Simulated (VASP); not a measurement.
# HfO2: single point with r2SCAN+U

The system is HfO2.

```xyz
6
Lattice="3.6022 0.0000 0.0000 0.0000 3.6022 0.0000 0.0000 0.0000 5.2834" Properties=species:S:1:pos:R:3 pbc="T T T"
Hf    1.8011    1.8011    2.6417
Hf    0.0000    0.0000    0.0000
O     0.0000    1.8011    3.6438
O     1.8011    0.0000    4.2813
O     1.8011    0.0000    1.6396
O     0.0000    1.8011    1.0021
```

| Property | Result |
| --- | --- |
| Program | VASP 6.6.1 |
| Task | single point |
| Functional | r2SCAN |
| Potentials or basis | VASP PAW PBE potentials, release 64 (Hf_pv, O) |
| Cutoff | 660 eV |
| k mesh | 6 × 6 × 6 |
| Occupations | gaussian, width 0.02 eV |
| Spin | no spin polarisation |
| Hubbard terms | Hf d U = 3.0 eV |
| Dipole correction | no |
| Further INCAR settings | ALGO = Normal; EDIFF = 1e-06; NBANDS = 31 |

The pressure is -0.3 GPa and the largest force is 0.397 eV/Å. The band gap on the k mesh is 5.62 eV (least direct gap 5.68 eV).

Forces in eV/Å, atoms in the order of the input:
```
Hf   0.000  0.000  0.000
Hf   0.000  0.000  0.000
O    0.000  0.000  0.397
O    0.000  0.000 -0.397
O    0.000  0.000 -0.397
O    0.000  0.000  0.397
```

Stress tensor (GPa, compression positive):
```
 0.54  0.00  0.00
 0.00  0.54  0.00
 0.00  0.00 -2.10
```

Levels at points of the mesh, in eV from the valence-band top:
```tsv
k point	band 20	band 21	band 22	band 23	band 24	band 25
(0.00, 0.00, 0.00)	-0.15	-0.07	-0.07	5.62	5.93	6.54
(0.50, 0.00, 0.00)	-1.38	-0.13	-0.13	6.10	6.10	7.16
(0.50, 0.50, 0.00)	-0.71	-0.61	-0.61	6.82	6.82	7.21
(0.00, 0.00, 0.50)	-0.76	0.00	0.00	6.54	6.54	6.69
(0.50, 0.00, 0.50)	-1.42	-0.90	-0.90	6.25	6.25	6.74
(0.50, 0.50, 0.50)	-1.40	-0.11	-0.11	7.00	7.00	7.32
```

Eigenvalues of the final occupation matrices:
```csv
site,spin,trace,eigenvalues
site 1 d,1,0.66,0.07 0.07 0.16 0.16 0.20
site 1 d,2,0.66,0.07 0.07 0.16 0.16 0.20
site 2 d,1,0.66,0.07 0.07 0.16 0.16 0.20
site 2 d,2,0.66,0.07 0.07 0.16 0.16 0.20
```

Wall time 13 min on 1 thread of Oxide Virtual Turin-like Processor, with other jobs on the host, peak memory 0.24 GiB.

Caveat: the PAW data sets were made with another functional, which shifts forces and pressure a little; spin-orbit coupling is left out, which moves the levels of the heavy elements. A k mesh can miss the band edges.
